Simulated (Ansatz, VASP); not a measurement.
# CdI2: VASP beside Ansatz

```
Cd I
1.0
     4.28570    0.00000    0.00000
    -2.14285    3.71153    0.00000
     0.00000    0.00000    7.21870
Cd I
1 2
Direct
  0.00000 0.00000 0.00000
  0.33333 0.66667 0.23782
  0.66667 0.33333 0.76218
```

Alike in both runs: functional r2SCAN; k mesh 6 × 6 × 4; occupations gaussian, width 0.02 eV; no spin polarisation.

Ansatz relaxed the structure, and its values are those at the end. VASP's run is a single point on that final structure, the one shown.

|  | VASP | Ansatz |
| --- | --- | --- |
| version | VASP 6.6.1 | Ansatz 0.2.0 |
| potentials or method | VASP PAW PBE potentials, release 64 (Cd, I), cutoff 550 eV | scalar-relativistic, plane waves, PAW |
| valence electrons in the cell | 26 | 54 |

|  | VASP | Ansatz | Ansatz less VASP |
| --- | --- | --- | --- |
| gap on the k mesh at the Fermi level (eV) | 2.84 | 2.85 | +0.013 |
| least direct gap on the mesh (eV) | 3.11 | 3.13 | +0.012 |
| pressure (GPa) | 0.1 | 0.0 | -0.09 |
| rms of the force components (eV/Å) | 0.010 | 0.001 | -0.0091 |

VASP's potentials were made for PBE, not for r2SCAN. The functional is the same, so the differences come from potentials, cutoffs and numerics. VASP's potentials hold 26 valence electrons a cell and Ansatz's 54, so a difference there can come from the potentials and not from the codes.

Spin-orbit coupling is off throughout.
